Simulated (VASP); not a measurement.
# Mg (Im-3m) in VASP: a series of runs, part 2 of 2

VASP 6.6.1.

## 4. Single point, r2SCAN (22.50 Å³/atom)

This run uses another cell than the first one, of 22.50 Å³/atom.

Input file POSCAR:

```
Mg
1.0
   -1.7784587581      1.7784587581      1.7784587581
    1.7784587581     -1.7784587581      1.7784587581
    1.7784587581      1.7784587581     -1.7784587581
Mg
1
Direct
    0.0000000000      0.0000000000      0.0000000000
```

Input file INCAR.step1:

```
SYSTEM = Mg
PREC     = Accurate       ! precision mode
ENCUT    = 520            ! plane-wave cutoff, eV
ISMEAR   = -1             ! smearing method
SIGMA    = 0.1            ! smearing width, eV
LREAL    = .FALSE.        ! projectors in reciprocal space
LASPH    = .TRUE.         ! aspherical terms in the spheres
NELM     = 80             ! most SCF steps
NBANDS   = 7              ! bands
GGA      = PE             ! functional
ALGO     = Normal         ! electronic algorithm
EDIFF    = 1E-4           ! SCF threshold, eV
LWAVE    = .TRUE.         ! write WAVECAR
LCHARG   = .FALSE.        ! write CHGCAR
```

Input file INCAR.step2:

```
SYSTEM = Mg
PREC     = Accurate       ! precision mode
ENCUT    = 520            ! plane-wave cutoff, eV
EDIFF    = 1E-7           ! SCF threshold, eV
ISMEAR   = -1             ! smearing method
SIGMA    = 0.1            ! smearing width, eV
LREAL    = .FALSE.        ! projectors in reciprocal space
LASPH    = .TRUE.         ! aspherical terms in the spheres
NELM     = 80             ! most SCF steps
ALGO     = Normal         ! electronic algorithm
ISIF     = 2              ! what is computed and relaxed
LWAVE    = .FALSE.        ! write WAVECAR
LCHARG   = .FALSE.        ! write CHGCAR
METAGGA  = R2SCAN         ! meta-GGA
LMIXTAU  = .TRUE.       
NBANDS   = 7              ! bands
ISTART   = 1
```

Input file KPOINTS:

```
Automatic mesh
0
G
  14 14 14
  0 0 0
```

Potentials or basis: VASP PAW PBE potentials, release 64 (Mg).

On the command line:

```
$ cat potpaw_PBE.64/Mg/POTCAR > POTCAR
$ cp INCAR.step1 INCAR
$ mpirun -np 1 vasp_std > vasp.out
$ cp INCAR.step2 INCAR
$ mpirun -np 1 vasp_std > vasp.out
```

OUTCAR:

```text
SYSTEM = Mg
   PREC = Accurate
   ENCUT = 520
   EDIFF = 1E-7
   ISMEAR = -1
   LREAL = .FALSE.
   LASPH = .TRUE.
   NELM = 80
   ISIF = 2
   METAGGA = R2SCAN
   ISTART = 1

 ion  position               nearest neighbor table
   1  0.000  0.000  0.000-

  LATTYP: Found a body centered cubic cell.
 ALAT       =     3.5569175162

  Lattice vectors:

 A1 = (  -1.7784587581,   1.7784587581,   1.7784587581)
 A2 = (   1.7784587581,  -1.7784587581,   1.7784587581)
 A3 = (   1.7784587581,   1.7784587581,  -1.7784587581)

Analysis of symmetry for initial positions (statically):
=====================================================================
 Subroutine PRICEL returns:
 Original cell was already a primitive cell.

 Routine SETGRP: Setting up the symmetry group for a
 body centered cubic supercell.

 Subroutine GETGRP returns: Found 48 space group operations
 (whereof 48 operations were pure point group operations)
 out of a pool of 48 trial point group operations.

The static configuration has the point symmetry O_h .

Analysis of symmetry for dynamics (positions and initial velocities):
=====================================================================
 Subroutine PRICEL returns:
 Original cell was already a primitive cell.

 Routine SETGRP: Setting up the symmetry group for a
 body centered cubic supercell.

 Subroutine GETGRP returns: Found 48 space group operations
 (whereof 48 operations were pure point group operations)
 out of a pool of 48 trial point group operations.

The dynamic configuration has the point symmetry O_h .

 Subroutine INISYM returns: Found 48 space group operations
 (whereof 48 operations are pure point group operations),
 and found     1 'primitive' translations

----------------------------------------------------------------------------------------

                                     Primitive cell

  volume of cell :      22.5005

  direct lattice vectors                    reciprocal lattice vectors
    -1.778458758  1.778458758  1.778458758     0.000000000  0.281142308  0.281142308
     1.778458758 -1.778458758  1.778458758     0.281142308  0.000000000  0.281142308
     1.778458758  1.778458758 -1.778458758     0.281142308  0.281142308  0.000000000

  length of vectors
     3.080380928  3.080380928  3.080380928     0.397595265  0.397595265  0.397595265

  position of ions in fractional coordinates (direct lattice)
     0.000000000  0.000000000  0.000000000

  ion indices of the primitive-cell ions
   primitive index   ion index
                 1           1

----------------------------------------------------------------------------------------

 KPOINTS: Automatic mesh

Automatic generation of k-mesh.
 Grid dimensions read from file:
 generate k-points for:   14   14   14

 Generating k-lattice:

  Cartesian coordinates                     Fractional coordinates (reciprocal lattice)
     0.000000000  0.020081593  0.020081593     0.071428571  0.000000000  0.000000000
     0.020081593  0.000000000  0.020081593     0.000000000  0.071428571  0.000000000
     0.020081593  0.020081593  0.000000000     0.000000000  0.000000000  0.071428571

  Length of vectors
     0.028399662  0.028399662  0.028399662

  Shift w.r.t. Gamma in fractional coordinates (k-lattice)
     0.000000000  0.000000000  0.000000000

 Subroutine IBZKPT returns following result:
 ===========================================

 Found    104 irreducible k-points:

 Following reciprocal coordinates:
            Coordinates               Weight
  0.000000  0.000000  0.000000      1.000000
  0.071429  0.000000  0.000000     12.000000
  0.142857  0.000000  0.000000     12.000000
  0.214286  0.000000  0.000000     12.000000
  0.285714  0.000000  0.000000     12.000000
  0.357143  0.000000  0.000000     12.000000
[... 16 lines left out ...]
  0.285714  0.285714  0.000000     24.000000
  0.357143  0.285714  0.000000     24.000000
 [... further k-points ...]
   k-points           NKPTS =    104   k-points in BZ     NKDIM =    104   number of bands    NBANDS=      7
   number of dos      NEDOS =    301   number of ions     NIONS =      1
   total plane-waves  NPLWV =  13824
   dimension x,y,z NGX =    24 NGY =   24 NGZ =   24
   dimension x,y,z NGXF=    48 NGYF=   48 NGZF=   48
   ions per type =               1
   NGX,Y,Z   is equivalent  to a cutoff of  12.95, 12.95, 12.95 a.u.
   NGXF,Y,Z  is equivalent  to a cutoff of  25.91, 25.91, 25.91 a.u.
 SYSTEM =  Mg
   PREC   = accura    normal or accurate (medium, high low for compatibility)
   ISTART =      1    job   : 0-new  1-cont  2-samecut
   ICHARG =      0    charge: 1-file 2-atom 10-const
   ISPIN  =      1    spin polarized calculation?
   LNONCOLLINEAR =      F non collinear calculations
   LSORBIT =      F    spin-orbit coupling
   LASPH  =      T    aspherical Exc in radial PAW
   ENCUT  =  520.0 eV  38.22 Ry    6.18 a.u.   5.73  5.73  5.73*2*pi/ulx,y,z
   NELM   =     80;   NELMIN=  2; NELMDL=  0     # of ELM steps
   EDIFF  = 0.1E-06   stopping-criterion for ELM
   LREAL  =      F    real-space projection
   EDIFFG = 0.1E-05   stopping-criterion for IOM
   NSW    =      0    number of steps for IOM
   IBRION =     -1    ionic relax: 0-MD 1-quasi-New 2-CG
   NFREE  =      0    steps in history (QN), initial steepest desc. (CG)
   ISIF   =      2    stress and relaxation
   ISYM   =      2    0-nonsym 1-usesym 2-fastsym
   POTIM  = 0.5000    time-step for ionic-motion
   TEBEG  =    0.0;   TEEND  =   0.0 temperature during run
   PSTRESS=    0.0 pullay stress
   NELECT =       2.0000    total number of electrons
   NUPDOWN=      -1.0000    fix difference up-down
   EMIN   =  10.00;   EMAX   =-10.00  energy-range for DOS
   EFERMI =   0.00;   METHOD = LEGACY
   ISMEAR =    -1;   SIGMA  =   0.10  broadening in eV -4-tet -1-fermi 0-gaus
   EFERMI_NEDOS =   21; number of points for ismear=-14 and -15
   IALGO  =     38    algorithm
   IMIX   =      4    mixing-type and parameters
     AMIX     =   0.40;   BMIX     =  1.00
     AMIX_MAG =   1.60;   BMIX_MAG =  1.00
  volume/ion in A,a.u.               =      22.50       151.84
  Fermi-wavevector in a.u.,A,eV,Ry     =   0.730614  1.380659  7.262737  0.533796
  Thomas-Fermi vector in A             =   1.822627
   LORBIT       =      0    0 simple, 1 ext, 2 COOP (PROOUT), +10 PAW based schemes
   METAGGA = R2SCAN    functional components
   LHFCALC =     F    Hartree Fock is set to
   AEXX    =    0.0000 exact exchange contribution
   IVDW    =     0    specifies the selected vdW correction
   LEPSILON=     F    determine dielectric tensor
   LRPA    =     F    only Hartree local field effects (RPA)
 non-spin polarized calculation
  energy-cutoff  :      520.00
  volume of cell :       22.50
 maximum number of plane-waves:       622
   NGX = 11   NGY = 11   NGZ = 11

 number of electron       2.0000000 magnetization

 Free energy of the ion-electron system (eV)
  ---------------------------------------------------
  ext. energy  EPLUGINS =         0.00000000
  ---------------------------------------------------
  free energy    TOTEN  =        -4.12760197 eV

  energy without entropy =       -4.11505633  energy(sigma->0) =       -4.12132915

 E-fermi :   2.8311     XC(G=0):  -9.1045

 val. band max:        2.8058636870   @ k =  -0.4286   0.5000   0.0714
 cond. band min:       2.8408193647   @ k =   0.3571   0.1429   0.1429
 fundamental gap:      0.0349556777
 Fermi energy:         2.8310850386

 k-point     1 :       0.0000    0.0000    0.0000
  band No.  band energies     occupation
      1      -4.7204      2.00000
      2      16.8140      0.00000
      3      16.8140      0.00000
      4      16.8140      0.00000
      5      18.9923      0.00000
      6      18.9923      0.00000
      7      19.4482      0.00000

 k-point     2 :       0.0714    0.0000    0.0000
  band No.  band energies     occupation
      1      -4.5909      2.00000
      2      15.3529      0.00000
      3      16.1583      0.00000
      4      16.2768      0.00000
      5      17.8710      0.00000
      6      18.0804      0.00000
      7      19.5954      0.00000
[... 201 lines left out ...]
 k-point    23 :       0.2857    0.2857    0.0000
  band No.  band energies     occupation
      1       1.2712      2.00000
      2       4.2837      0.00000
      3       5.4815      0.00000
      4      11.7993      0.00000
      5      17.8113      0.00000
      6      18.8310      0.00000
      7      21.4019      0.00000

 k-point    24 :       0.3571    0.2857    0.0000
  band No.  band energies     occupation
      1       2.4896      1.93630
      2       3.1510      0.07841
      3       5.0558      0.00000
      4      11.6860      0.00000
      5      18.0402      0.00000
      6      19.3556      0.00000
      7      20.5084      0.00000

 [... further k-points ...]
[... 5 lines left out ...]
  --------------------------------------------------------------------------------------
  -------------------------------------------------------------------------------------
  Total       -0.0267836     -0.0267836     -0.0267836      0.0000000      0.0000000      0.0000000
  in kB       -1.9071670     -1.9071670     -1.9071670      0.0000000      0.0000000      0.0000000
  external PRESSURE =      -1.9071670 kB  Pullay stress =       0.0000000 kB

 VOLUME and BASIS-vectors are now :
 -----------------------------------------------------------------------------
  energy-cutoff  :      520.00
  volume of cell :       22.50
      direct lattice vectors                 reciprocal lattice vectors
    -1.778458758  1.778458758  1.778458758     0.000000000  0.281142308  0.281142308
     1.778458758 -1.778458758  1.778458758     0.281142308  0.000000000  0.281142308
     1.778458758  1.778458758 -1.778458758     0.281142308  0.281142308  0.000000000

 POSITION                                       TOTAL-FORCE (eV/Angst)
 -----------------------------------------------------------------------------------
      0.00000      0.00000      0.00000         0.000000      0.000000      0.000000
 -----------------------------------------------------------------------------------
    total drift:                                0.000000      0.000000      0.000000

  FREE ENERGIE OF THE ION-ELECTRON SYSTEM (eV)
  ---------------------------------------------------
  free  energy   TOTEN  =        -4.1276019700 eV

  energy  without entropy=       -4.1150563338  energy(sigma->0) =       -4.12132915
```

Run time: 1.8 min. Hardware: 1 thread of AMD EPYC 7R13, shared host; peak memory 0.12 GiB.

What came out:

```
Free energy            : -4.1276 eV
Pressure               : -0.2 GPa
Band gap on the k mesh : zero (bands 1 and 2 overlap by 5.02 eV)
```

Levels at points of the mesh, in eV from the Fermi level:
```tsv
k point	band 1	band 2	band 3	band 4	band 5	band 6
(0.00, 0.00, 0.00)	-7.55	13.98	13.98	13.98	16.16	16.16
(0.50, 0.00, 0.00)	-1.77	-0.92	9.18	10.18	10.99	12.58
(0.50, 0.50, 0.50)	4.10	4.10	4.13	4.13	4.13	8.73
```

Caveat: the PAW data sets were made with another functional, which shifts forces and pressure a little.

## 5. The runs side by side

| cell | gap on the mesh (eV) | pressure (GPa) |
| --- | --- | --- |
| a = 2.996 Å, angles 109.5°, 1 atom | none | 3.6 |
| a = 3.039 Å, angles 109.5°, 1 atom | none | 1.5 |
| a = 3.080 Å, angles 109.5°, 1 atom | none | -0.2 |

Alike in all rows: task single point; level r2SCAN; potentials or basis VASP PAW PBE potentials, release 64 (Mg); no spin polarisation; k mesh 14 × 14 × 14; cutoff (eV) 520; smearing fermi-dirac 0.1 eV.

Caveats: the PAW data sets were made with another functional, which shifts forces and pressure a little; the cell stands under pressure (at least some runs).

Total energies depend on the potentials used, so only differences within one code and one set of settings carry meaning.

The gap in the log of VASP goes by the Fermi energy; the results here count the filled bands.